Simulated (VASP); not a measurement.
# BaTiO3 (P4mm) in VASP: notebook, part 2 of 2

VASP 6.6.1.

### Step 4. Single point, PBEsol (strain along c alone, the other axes held: -3.0 %, then relaxed in part)

Input file INCAR:

```
SYSTEM = BaTiO3
ALGO = Normal
EDIFF = 1E-6
ENCUT = 520
GGA = PS
ISIF = 2
ISMEAR = 0
LASPH = .TRUE.
LCHARG = .FALSE.
LREAL = .FALSE.
LWAVE = .FALSE.
NBANDS = 28
NELM = 100
PREC = Accurate
SIGMA = 0.02
```

Input file KPOINTS:

```
k-points
0
G
  8 8 8
  0 0 0
```

Input file POSCAR:

```
BaTiO3
1.0
    3.9554885124      0.0000000000      0.0000000000
    0.0000000000      3.9554885124      0.0000000000
    0.0000000000      0.0000000000      3.9227184213
Ba Ti O
1 1 3
Direct
    0.5000000000      0.5000000000      0.5751964848
    0.0000000000      0.0000000000      0.0819688562
    0.0000000000      0.5000000000      0.0684603812
    0.5000000000      0.0000000000      0.0684603812
    0.0000000000      0.0000000000      0.5659108864
```

Potentials or basis: VASP PAW PBE potentials, release 64 (Ba_sv, Ti_sv, O).

Run with:

```
cat potpaw_PBE.64/Ba_sv/POTCAR potpaw_PBE.64/Ti_sv/POTCAR potpaw_PBE.64/O/POTCAR > POTCAR
mpirun -np 1 vasp_std > vasp.out
```

OUTCAR:

```text
SYSTEM = BaTiO3
   EDIFF = 1E-6
   ENCUT = 520
   GGA = PS
   ISIF = 2
   ISMEAR = 0
   LASPH = .TRUE.
   LREAL = .FALSE.
   NELM = 100
   PREC = Accurate

 ion  position               nearest neighbor table
   1  0.500  0.500  0.575-   3 2.77   4 2.77   4 2.77   3 2.77   5 2.80   5 2.80   5 2.80   5 2.80
                             3 2.80   4 2.80   3 2.80   4 2.80   2 3.40   2 3.40   2 3.40   2 3.40
   2  0.000  0.000  0.082-   5 1.90   4 1.98   3 1.98   3 1.98   4 1.98   5 2.02   1 3.40   1 3.40
                             1 3.40   1 3.40   1 3.43   1 3.43   1 3.43   1 3.43
   3  0.000  0.500  0.068-   2 1.98   2 1.98   1 2.77   1 2.77   1 2.80   1 2.80
   4  0.500  0.000  0.068-   2 1.98   2 1.98   1 2.77   1 2.77   1 2.80   1 2.80
   5  0.000  0.000  0.566-   2 1.90   2 2.02   1 2.80   1 2.80   1 2.80   1 2.80

  LATTYP: Found a simple tetragonal cell.
 ALAT       =     3.9554885124
 C/A-ratio  =     0.9917152860

  Lattice vectors:

 A1 = (   3.9554885124,   0.0000000000,   0.0000000000)
 A2 = (   0.0000000000,   3.9554885124,   0.0000000000)
 A3 = (   0.0000000000,   0.0000000000,   3.9227184213)

Analysis of symmetry for initial positions (statically):
=====================================================================
 Subroutine PRICEL returns:
[... 176 lines left out ...]
  energy without entropy =      -41.94486654  energy(sigma->0) =      -41.94486654

 E-fermi :   4.2694     XC(G=0): -11.7485

 val. band max:        4.0320514178   @ k =   0.5000   0.5000   0.5000
 cond. band min:       5.8241141939   @ k =   0.0000   0.0000   0.0000
 fundamental gap:      1.7920627761
 Fermi energy:         4.2693792898

 k-point     1 :       0.0000    0.0000    0.0000
  band No.  band energies     occupation
      1     -52.1208      2.00000
      2     -28.4891      2.00000
      3     -28.4693      2.00000
      4     -28.4693      2.00000
      5     -20.6365      2.00000
      6     -12.8791      2.00000
[... 733 lines left out ...]
     27      12.1141      0.00000
     28      13.0420      0.00000

 [... further k-points ...]
[... 5 lines left out ...]
  --------------------------------------------------------------------------------------
  -------------------------------------------------------------------------------------
  Total        1.9724715      1.9724715      2.9871889      0.0000000      0.0000000      0.0000000
  in kB       51.4913082     51.4913082     77.9804752      0.0000000      0.0000000      0.0000000
  external PRESSURE =      60.3210305 kB  Pullay stress =       0.0000000 kB

 VOLUME and BASIS-vectors are now :
 -----------------------------------------------------------------------------
  energy-cutoff  :      520.00
  volume of cell :       61.37
      direct lattice vectors                 reciprocal lattice vectors
     3.955488512  0.000000000  0.000000000     0.252813274  0.000000000  0.000000000
     0.000000000  3.955488512  0.000000000     0.000000000  0.252813274  0.000000000
     0.000000000  0.000000000  3.922718421     0.000000000  0.000000000  0.254925257

 POSITION                                       TOTAL-FORCE (eV/Angst)
 -----------------------------------------------------------------------------------
      1.97774      1.97774      2.25633        -0.000000      0.000000     -0.014036
      0.00000      0.00000      0.32154         0.000000     -0.000000     -0.019421
      0.00000      1.97774      0.26855        -0.000000     -0.000000      0.007178
      1.97774      0.00000      0.26855        -0.000000     -0.000000      0.007178
      0.00000      0.00000      2.21991        -0.000000     -0.000000      0.019101
 -----------------------------------------------------------------------------------
    total drift:                               -0.000000     -0.000000     -0.000029

  FREE ENERGIE OF THE ION-ELECTRON SYSTEM (eV)
  ---------------------------------------------------
  free  energy   TOTEN  =       -41.9448665419 eV

  energy  without entropy=      -41.9448665419  energy(sigma->0) =      -41.94486654
```

OSZICAR:

```text
N       E                     dE             d eps       ncg     rms          rms(c)
DAV:   1     0.421281266066E+03    0.42128E+03   -0.19622E+04  4200   0.153E+03
DAV:   2    -0.713038934032E+01   -0.42841E+03   -0.40803E+03  4716   0.425E+02
DAV:   3    -0.504275727388E+02   -0.43297E+02   -0.42875E+02  5936   0.133E+02
DAV:   4    -0.520527883815E+02   -0.16252E+01   -0.16217E+01  6188   0.231E+01
DAV:   5    -0.520813261437E+02   -0.28538E-01   -0.28530E-01  5668   0.274E+00    0.238E+01
DAV:   6    -0.420784874935E+02    0.10003E+02   -0.51613E+01  5704   0.669E+01    0.979E+00
DAV:   7    -0.420672817873E+02    0.11206E-01   -0.81902E+00  5468   0.205E+01    0.709E+00
DAV:   8    -0.419463700328E+02    0.12091E+00   -0.94180E-01  5184   0.927E+00    0.243E+00
DAV:   9    -0.419582416783E+02   -0.11872E-01   -0.18166E-01  5108   0.279E+00    0.104E+00
DAV:  10    -0.419480437850E+02    0.10198E-01   -0.82227E-02  5364   0.230E+00    0.557E-01
DAV:  11    -0.419451495518E+02    0.28942E-02   -0.17390E-02  6408   0.105E+00    0.116E-01
DAV:  12    -0.419448779251E+02    0.27163E-03   -0.19748E-03  5292   0.438E-01    0.794E-02
DAV:  13    -0.419450039649E+02   -0.12604E-03   -0.45355E-04  6208   0.194E-01    0.924E-02
DAV:  14    -0.419448647803E+02    0.13918E-03   -0.47855E-04  6040   0.176E-01    0.558E-03
DAV:  15    -0.419448667657E+02   -0.19854E-05   -0.19866E-05  4924   0.306E-02    0.794E-03
DAV:  16    -0.419448665419E+02    0.22376E-06   -0.48592E-07  3012   0.501E-03
   1 F= -.41944867E+02 E0= -.41944867E+02  d E =-.186217E-65
```

It took 2.4 min on 1 thread of AMD EPYC 7R43 (Zen 3), shared host; peak memory 0.22 GiB.

Results:

| Quantity | Value |
| --- | --- |
| Free energy | -41.9449 eV |
| Pressure | 6.0 GPa |
| Largest force | 0.019 eV/Å |
| Band gap on the k mesh | 1.79 eV (least direct gap 1.91 eV) |

Forces in eV/Å, atoms in the order of the input:
```
Ba   0.000  0.000 -0.014
Ti   0.000  0.000 -0.019
O    0.000  0.000  0.007
O    0.000  0.000  0.007
O    0.000  0.000  0.019
```

Caveat: the cell differs from its parent crystal (strain along c alone, the other axes held: -3.0 %, then relaxed in part); the cell stands under pressure; the PAW data sets were made with another functional, which shifts forces and pressure a little; spin-orbit coupling is left out, which moves the levels of the heavy elements. A k mesh can miss the band edges.
